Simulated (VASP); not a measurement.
Set up this calculation in VASP 6.6.1, as the native input.

| Item | Value |
| --- | --- |
| Task | single point |
| Functional | PBE |
| Potentials or basis | VASP PAW PBE potentials, release 64 (Na_pv, H) |
| Cutoff | 520 eV |
| k mesh | 12 × 12 × 12 |
| Occupations | fermi-dirac, width 0.08 eV |
| Spin | no spin polarisation |
| Dipole correction | no |
| Further INCAR settings | ALGO = Normal; EDIFF = 1e-07; NBANDS = 11 |

The structure of NaH (CsCl type) lies in POSCAR:

```
NaH
1.0
    2.6065812060      0.0000000000      0.0000000000
    0.0000000000      2.6065812060      0.0000000000
    0.0000000000      0.0000000000      2.6065812060
Na H
1 1
Direct
    0.0000000000      0.0000000000      0.0000000000
    0.5000000000      0.5000000000      0.5000000000
```

This cell differs from its parent crystal: volume scaled by 0.68.

These files were run (other wordings do the same):

INCAR

```
ALGO = Normal ; EDIFF = 1E-7
ENCUT = 520 ; GGA = PE
ISIF = 2 ; ISMEAR = -1
LASPH = True ; LCHARG = False
LREAL = False ; LWAVE = False
NBANDS = 11 ; NELM = 60
PREC = Accurate ; SIGMA = 0.08
```

KPOINTS

```
k-points
0
Gamma
  12 12 12
```

Potentials or basis: VASP PAW PBE potentials, release 64 (Na_pv, H).

Launch:

```sh
$ cat potpaw_PBE.64/Na_pv/POTCAR potpaw_PBE.64/H/POTCAR > POTCAR
$ mpirun -np 1 vasp_std > vasp.out
```

It gave:

```json
{
  "Pressure": "18.8 GPa",
  "Band gap on the k mesh": "1.07 eV, indirect (least direct gap 5.62 eV)"
}
```

It took 9.5 s on 1 thread of Intel(R) Xeon(R) Platinum 8259CL CPU @ 2.50GHz (Skylake/Cascade Lake), on a shared host, peak memory 0.12 GiB.
